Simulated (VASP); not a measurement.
Runs of VASP 6.6.1 on C. The structure is that of space group Fd-3m (No. 227), or close to it. The cells are those of the table. 

```csv
task,cell,gap on the mesh (eV),pressure (GPa),largest force (eV/Å)
electric field gradients,"a = 2.505 Å, angles 60.0°, 2 atoms",(a),11.7,-
single point,"a = 2.555 Å, angles 60.0°, 2 atoms",4.05,-13.7,-
electric field gradients,"a = 2.572 Å, angles 60.0°, 2 atoms",4.00,-20.8,-
electric field gradients,"a = 2.522, b = 2.522, c = 2.484 Å, angles 60.5, 60.5, 61.0°, 2 atoms",4.03,2.9,0.10
electric field gradients,"a = 2.522 Å, angles 60.0°, 2 atoms",2.76,4.7,2.99
single point,"a = 2.539 Å, angles 60.0°, 2 atoms",(c),-6.0,-
electric field gradients,"a = 2.530 Å, angles 60.0°, 2 atoms",4.11,-1.9,-
electric field gradients,"a = 2.555 Å, angles 60.0°, 2 atoms",4.05,-13.7,-
electric field gradients,"a = 2.485, b = 2.485, c = 2.522 Å, angles 59.5, 59.5, 61.0°, 2 atoms",3.42,16.7,-
single point,"a = 2.510, b = 2.510, c = 2.497 Å, angles 60.2, 60.2, 59.7°, 2 atoms",4.05,11.7,-
electric field gradients,"a = 2.535, b = 2.535, c = 2.547 Å, angles 59.8, 59.8, 60.3°, 2 atoms",3.84,(b),-
```

Alike in all rows: level PBE; potentials or basis VASP PAW PBE potentials, release 64 (C); no spin polarisation; k mesh 20 × 20 × 20; cutoff (eV) 520; smearing fermi-dirac 0.08 eV.

Task: Estimate the missing entries.

Result: (a) 4.18; (b) -6.1; (c) 4.09.

Caveats: forces of over 1 eV/Å act on the atoms, so gaps and moduli don't describe the material at rest (some runs).

A k mesh can miss the band edges.
